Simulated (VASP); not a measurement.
A run of VASP 6.6.1:

POSCAR

```
HgTe
1.0
    0.0000000000      3.5018387191      2.7314342009
    3.5018387191      0.0000000000      2.7314342009
    3.5018387191      3.5018387191      0.0000000000
Hg Te
1 1
Direct
    0.0000000000      0.0000000000      0.0000000000
    0.7500000000      0.7500000000      0.7500000000
```

Contents of INCAR.step1:

```
PREC = Accurate
ENCUT = 520
ISMEAR = 0
SIGMA = 0.15
LREAL = F
LASPH = T
NELM = 60
NBANDS = 16
GGA = PE
ALGO = Normal
EDIFF = 1E-4
LWAVE = T
LCHARG = F
```

INCAR.step2

```
PREC = Accurate
ENCUT = 520
EDIFF = 1E-7
ISMEAR = 0
SIGMA = 0.15
LREAL = F
LASPH = T
NELM = 60
ALGO = Normal
ISIF = 2
LWAVE = F
LCHARG = F
METAGGA = R2SCAN
LMIXTAU = T
NBANDS = 16
ISTART = 1
```

Contents of KPOINTS:

```
regular mesh
0
Gamma
  14 14 14
```

Potentials or basis: VASP PAW PBE potentials, release 64 (Hg, Te).

Launch:

```bash
$ cat potpaw_PBE.64/Hg/POTCAR potpaw_PBE.64/Te/POTCAR > POTCAR
$ cp INCAR.step1 INCAR
$ mpirun -np 1 vasp_std > vasp.out
$ cp INCAR.step2 INCAR
$ mpirun -np 1 vasp_std > vasp.out
```

Hardware: 1 thread of Intel(R) Xeon(R) Platinum 8259CL CPU @ 2.50GHz (Skylake/Cascade Lake) (shared host).

Task: Estimate the wall time of this run.

Result: Wall time 13 min on 1 thread of Intel(R) Xeon(R) Platinum 8259CL CPU @ 2.50GHz (Skylake/Cascade Lake), on a shared host, peak memory 0.43 GiB. Counts: k points 244.
